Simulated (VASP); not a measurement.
# ZrC in VASP: notebook, part 2 of 2

VASP 6.6.1.

## 4. Single point, PBE (strained)

Input file INCAR:

```
PREC = Accurate
ENCUT = 520
EDIFF = 1E-7
ISMEAR = 0
SIGMA = 0.1
LREAL = F
LASPH = T
NELM = 100
ALGO = Normal
ISIF = 2
LWAVE = F
LCHARG = F
GGA = PE
NBANDS = 15
```

Input file KPOINTS:

```
Automatic mesh
0
Gamma
  14 14 14
```

Input file POSCAR:

```
ZrC
1.0
    0.0000000000      2.3593523169      2.3593523169
    2.3240991669      0.0000000000      2.3593523169
    2.3240991669      2.3593523169      0.0000000000
Zr C
1 1
Direct
    0.5000000000      0.5000000000      0.5000000000
    0.0000000000      0.0000000000      0.0000000000
```

Potentials or basis: VASP PAW PBE potentials, release 64 (Zr_sv, C).

Started as:

```
> cat potpaw_PBE.64/Zr_sv/POTCAR potpaw_PBE.64/C/POTCAR > POTCAR
> mpirun -np 1 vasp_std > vasp.out
```

OUTCAR:

```text
PREC = Accurate
   ENCUT = 520
   EDIFF = 1E-7
   ISMEAR = 0
   LREAL = F
   LASPH = T
   NELM = 100
   ISIF = 2
   GGA = PE

 ion  position               nearest neighbor table
   1  0.500  0.500  0.500-   2 2.32   2 2.32   2 2.36   2 2.36   2 2.36   2 2.36
   2  0.000  0.000  0.000-   1 2.32   1 2.32   1 2.36   1 2.36   1 2.36   1 2.36

  LATTYP: Found a body centered tetragonal cell.
 ALAT       =     3.3366280450
 C/A-ratio  =     1.3930825585

  Lattice vectors:

[... 619 lines left out ...]

------------------------ aborting loop because EDIFF is reached ----------------------------------------

  FORCE on cell =-STRESS in cart. coord.  units (eV):
  Direction    XX          YY          ZZ          XY          YZ          ZX
  --------------------------------------------------------------------------------------
  -------------------------------------------------------------------------------------
  Total        0.9869953      0.0671229      0.0671229      0.0000000      0.0000000     -0.0000000
  in kB       61.1160698      4.1563377      4.1563377      0.0000000      0.0000000     -0.0000000
  external PRESSURE =      23.1429151 kB  Pullay stress =       0.0000000 kB

 VOLUME and BASIS-vectors are now :
 -----------------------------------------------------------------------------
  energy-cutoff  :      520.00
  volume of cell :       25.87
      direct lattice vectors                 reciprocal lattice vectors
     0.000000000  2.359352317  2.359352317    -0.215137119  0.211922567  0.211922567
     2.324099167  0.000000000  2.359352317     0.215137119 -0.211922567  0.211922567
     2.324099167  2.359352317  0.000000000     0.215137119  0.211922567 -0.211922567

 POSITION                                       TOTAL-FORCE (eV/Angst)
 -----------------------------------------------------------------------------------
      2.32410      2.35935      2.35935         0.000000      0.000000     -0.000000
      0.00000      0.00000      0.00000        -0.000000      0.000000      0.000000
 -----------------------------------------------------------------------------------
    total drift:                                0.000000      0.000000      0.000000

  FREE ENERGIE OF THE ION-ELECTRON SYSTEM (eV)
  ---------------------------------------------------
  free  energy   TOTEN  =       -19.4562134687 eV

  energy  without entropy=      -19.4548074383  energy(sigma->0) =      -19.45551045
```

stdout:

```text
POSCAR found type information on POSCAR ZrC
 POSCAR found :  2 types and       2 ions
 scaLAPACK will be used
 LDA part: xc-table for (Slater+PW92), standard interpolation
 POSCAR, INCAR and KPOINTS ok, starting setup
 FFT: planning ... GRIDC
 FFT: planning ... GRID_SOFT
 FFT: planning ... GRID
 WAVECAR not read
 entering main loop
```

Wall time 88 s (1 thread of AMD EPYC 7R43 (Zen 3), shared host); peak memory 0.19 GiB.

Results:

```yaml
Free_energy: -19.4562 eV
Pressure: 2.3 GPa
Band_gap_on_the_k_mesh: zero (band 8 reaches 10.64 eV, above the bottom of band 9 at 9.22 eV)
```

Caveat: the cell differs from its parent crystal (strained).

## 5. Single point, PBE (strained and its atoms moved)

Input file INCAR:

```
PREC = Accurate ; ENCUT = 520
EDIFF = 1E-6 ; ISMEAR = 0
SIGMA = 0.1 ; LREAL = False
LASPH = True ; NELM = 60
ALGO = Normal ; ISIF = 2
LWAVE = False ; LCHARG = False
GGA = PE ; NBANDS = 15
```

Input file KPOINTS:

```
regular mesh
0
Gamma
  14 14 14
```

Input file POSCAR:

```
ZrC
1.0
    0.0000000000      2.2666600345      2.2666600345
    2.2851326851     -0.0470042000      2.3136642345
    2.2851326851      2.3136642345     -0.0470042000
Zr C
1 1
Direct
    0.5000000000      0.4909739115      0.5090260885
    0.0000000000      0.0090260885     -0.0090260885
```

Started as:

```
> cat potpaw_PBE.64/Zr_sv/POTCAR potpaw_PBE.64/C/POTCAR > POTCAR
> mpirun -np 1 vasp_std > vasp.out
```

Wall time 1.9 min (1 thread of AMD EPYC 7R43 (Zen 3), shared host); peak memory 0.23 GiB.

Results (log left out):

```
Free energy            : -19.3390 eV
Pressure               : 17.2 GPa
Largest force          : 0.525 eV/Å
Band gap on the k mesh : zero (band 8 reaches 11.28 eV, above the bottom of band 9 at 10.06 eV)
```

Forces on the atoms (eV/Å):
```
Zr   0.000 -0.372  0.372
C    0.000  0.372 -0.372
```

Stress tensor (GPa, compression positive):
```
20.35  0.00  0.00
 0.00 15.57  6.76
 0.00  6.76 15.57
```

Levels at points of the mesh, in eV from the Fermi level:
```csv
k point,band 6,band 7,band 8,band 9,band 10,band 11
"(0.00, 0.00, 0.00)",0.47,0.52,0.94,1.28,1.32,1.38
"(0.50, 0.00, 0.00)",-5.56,-3.42,-3.11,4.74,4.93,5.87
"(0.00, 0.50, 0.00)",-5.55,-3.18,-2.90,4.36,4.94,5.68
"(0.50, 0.50, 0.00)",-2.02,-2.02,0.08,0.21,4.72,6.02
"(0.00, 0.50, 0.50)",-2.08,-1.88,-0.02,0.22,4.80,6.06
```

Caveat: the cell differs from its parent crystal (strained and its atoms moved).

## 6. Single point, PBE (strained and its atoms moved)

Input file INCAR:

```
SYSTEM = ZrC
ALGO     = Normal         ! electronic algorithm
EDIFF    = 1E-6           ! SCF threshold, eV
ENCUT    = 520            ! plane-wave cutoff, eV
GGA      = PE             ! functional
ISIF     = 2              ! what is computed and relaxed
ISMEAR   = 0              ! smearing method
LASPH    = .TRUE.         ! aspherical terms in the spheres
LCHARG   = .FALSE.        ! write CHGCAR
LREAL    = .FALSE.        ! projectors in reciprocal space
LWAVE    = .FALSE.        ! write WAVECAR
NBANDS   = 15             ! bands
NELM     = 60             ! most SCF steps
PREC     = Accurate       ! precision mode
SIGMA    = 0.1            ! smearing width, eV
```

Input file KPOINTS:

```
k-points
0
G
  14 14 14
  0 0 0
```

Input file POSCAR:

```
ZrC
1.0
    0.0619985398      2.4373557868      2.4225729659
    2.4845715057      0.0000000000      2.4845715057
    2.4525616455      2.4673444664      0.0320098602
Zr C
1 1
Direct
    0.4996083271      0.5053385004      0.4897146722
    0.0003916729     -0.0053385004      0.0102853278
```

Potentials or basis: VASP PAW PBE potentials, release 64 (Zr_sv, C).

Started as:

```
> cat potpaw_PBE.64/Zr_sv/POTCAR potpaw_PBE.64/C/POTCAR > POTCAR
> mpirun -np 1 vasp_std > vasp.out
```

OUTCAR:

```text
SYSTEM = ZrC
   EDIFF = 1E-6
   ENCUT = 520
   GGA = PE
   ISIF = 2
   ISMEAR = 0
   LASPH = .TRUE.
   LREAL = .FALSE.
   NELM = 60
   PREC = Accurate

 ion  position               nearest neighbor table
   1  0.500  0.505  0.490-   2 2.40   2 2.41   2 2.41   2 2.46   2 2.46   2 2.51
   2  0.000  0.995  0.010-   1 2.40   1 2.41   1 2.41   1 2.46   1 2.46   1 2.51

  LATTYP: Found a base centered monoclinic cell.
 ALAT       =     5.9082515322
 B/A-ratio  =     0.5947131230
 C/A-ratio  =     0.5722335534
 COS(beta)  =    -0.5576922694
[... 624 lines left out ...]

  FORCE on cell =-STRESS in cart. coord.  units (eV):
  Direction    XX          YY          ZZ          XY          YZ          ZX
  --------------------------------------------------------------------------------------
  -------------------------------------------------------------------------------------
  Total       -3.4075638     -3.5921000     -3.4075638     -0.3019565      0.3019565     -0.9462849
  in kB     -187.4233550   -197.5732457   -187.4233550    -16.6082575     16.6082591    -52.0477083
  external PRESSURE =    -190.8066519 kB  Pullay stress =       0.0000000 kB

 VOLUME and BASIS-vectors are now :
 -----------------------------------------------------------------------------
  energy-cutoff  :      520.00
  volume of cell :       29.13
      direct lattice vectors                 reciprocal lattice vectors
     0.061998540  2.437355787  2.422572966    -0.210450719  0.206459565  0.210450719
     2.484571506  0.000000000  2.484571506     0.202520878 -0.203901697  0.199963011
     2.452561645  2.467344466  0.032009860     0.207892852  0.201343830 -0.207892852

 POSITION                                       TOTAL-FORCE (eV/Angst)
 -----------------------------------------------------------------------------------
      2.48758      2.42602      2.48156         0.090915      0.194796     -0.090915
      2.49656      0.02633      2.47259        -0.090915     -0.194796      0.090915
 -----------------------------------------------------------------------------------
    total drift:                                0.000021      0.000036     -0.000021

  FREE ENERGIE OF THE ION-ELECTRON SYSTEM (eV)
  ---------------------------------------------------
  free  energy   TOTEN  =       -19.2356849750 eV

  energy  without entropy=      -19.2339465260  energy(sigma->0) =      -19.23481575
```

OSZICAR:

```text
N       E                     dE             d eps       ncg     rms          rms(c)
DAV:   1     0.990197971393E+02    0.99020E+02   -0.84744E+03 22352   0.106E+03
DAV:   2    -0.164821423815E+02   -0.11550E+03   -0.10833E+03 28501   0.282E+02
DAV:   3    -0.227696246314E+02   -0.62875E+01   -0.62475E+01 38979   0.546E+01
DAV:   4    -0.228802014729E+02   -0.11058E+00   -0.11051E+00 26584   0.539E+00
DAV:   5    -0.228814680456E+02   -0.12666E-02   -0.12666E-02 29716   0.499E-01    0.166E+01
DAV:   6    -0.194654223030E+02    0.34160E+01   -0.70774E+00 26894   0.226E+01    0.562E+00
DAV:   7    -0.192640857327E+02    0.20134E+00   -0.68209E-01 25565   0.634E+00    0.475E+00
DAV:   8    -0.192869038617E+02   -0.22818E-01   -0.48099E-01 26572   0.544E+00    0.468E+00
DAV:   9    -0.192358645863E+02    0.51039E-01   -0.10539E-01 24455   0.246E+00    0.537E-01
DAV:  10    -0.192356970092E+02    0.16758E-03   -0.35235E-03 30611   0.512E-01    0.898E-02
DAV:  11    -0.192356893463E+02    0.76629E-05   -0.87117E-05 26598   0.707E-02    0.427E-02
DAV:  12    -0.192356851285E+02    0.42178E-05   -0.56386E-06 30919   0.181E-02    0.765E-03
DAV:  13    -0.192356849750E+02    0.15345E-06   -0.35988E-07 16494   0.457E-03
   1 F= -.19235685E+02 E0= -.19234816E+02  d E =-.173845E-02
```

It took 4.8 min on 1 thread of AMD EPYC 7R43 (Zen 3), shared host; peak memory 0.39 GiB.

Results:

```yaml
Free_energy: -19.2357 eV
Pressure: -19.1 GPa
Largest_force: 0.233 eV/Å
Band_gap_on_the_k_mesh: zero (band 8 reaches 9.20 eV, above the bottom of band 9 at 8.14 eV)
```

Forces on the atoms (eV/Å):
```
Zr   0.091  0.195 -0.091
C   -0.091 -0.195  0.091
```

Stress tensor (GPa, compression positive):
```
-18.74  -1.66  -5.20
 -1.66 -19.76   1.66
 -5.20   1.66 -18.74
```

Caveat: the cell differs from its parent crystal (strained and its atoms moved).

## 7. Summary

```tsv
cell	k mesh	gap on the mesh (eV)	pressure (GPa)	largest force (eV/Å)
a = 3.324 Å, angles 60.0°, 2 atoms	6 × 6 × 6	none	1.5	-
a = 3.225, b = 3.327, c = 3.327 Å, angles 58.0, 61.0, 61.0°, 2 atoms	14 × 14 × 14	none	10.3	-
a = 3.337, b = 3.312, c = 3.312 Å, angles 60.5, 59.8, 59.8°, 2 atoms	14 × 14 × 14	none	2.3	-
a = 3.206, b = 3.252, c = 3.252 Å, angles 61.8, 60.5, 60.5°, 2 atoms	14 × 14 × 14	none	17.2	0.53
a = 3.437, b = 3.514, c = 3.479 Å, angles 59.7, 58.5, 59.3°, 2 atoms	14 × 14 × 14	none	-19.1	0.23
```

Alike in all rows: task single point; level PBE; potentials or basis VASP PAW PBE potentials, release 64 (Zr_sv, C); no spin polarisation; cutoff (eV) 520; smearing gaussian 0.1 eV.

Caveats: some runs use coarse meshes.

Total energies depend on the potentials used, so only differences within one code and one set of settings carry meaning.
